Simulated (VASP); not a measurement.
Input of a VASP 6.6.1 run:

Contents of INCAR:

```
PREC     = Accurate       # precision mode
ENCUT    = 520            # plane-wave cutoff, eV
EDIFF    = 1E-6           # SCF threshold, eV
ISMEAR   = -1             # smearing method
SIGMA    = 0.08           # smearing width, eV
LREAL    = False          # projectors in reciprocal space
LASPH    = True           # aspherical terms in the spheres
NELM     = 80             # most SCF steps
ALGO     = Normal         # electronic algorithm
ISIF     = 2              # what is computed and relaxed
LWAVE    = False          # write WAVECAR
LCHARG   = False          # write CHGCAR
GGA      = PE             # functional
NBANDS   = 20             # bands
```

KPOINTS

```
regular mesh
0
Gamma
  15 15 8
```

POSCAR

```
In
1.0
    3.0118530389      0.0000000000      0.0000000000
   -1.5059265194      2.6083412441      0.0000000000
    0.0000000000      0.0000000000      5.0223781933
In
2
Direct
    0.3333333333      0.6666666667      0.2500000000
    0.6666666667      0.3333333333      0.7500000000
```

Potentials or basis: VASP PAW PBE potentials, release 64 (In_d).

Run with:

```bash
$ cat potpaw_PBE.64/In_d/POTCAR > POTCAR
$ mpirun -np 1 vasp_std > vasp.out
```

Task: What does it give for the band gap on the k mesh?

Result: Zero (band 13 reaches 15.82 eV, above the bottom of band 14 at 8.20 eV).

Task: Estimate the pressure.

Result: 28.0 GPa.

Caveat: spin-orbit coupling is left out, which moves the levels of the heavy elements.
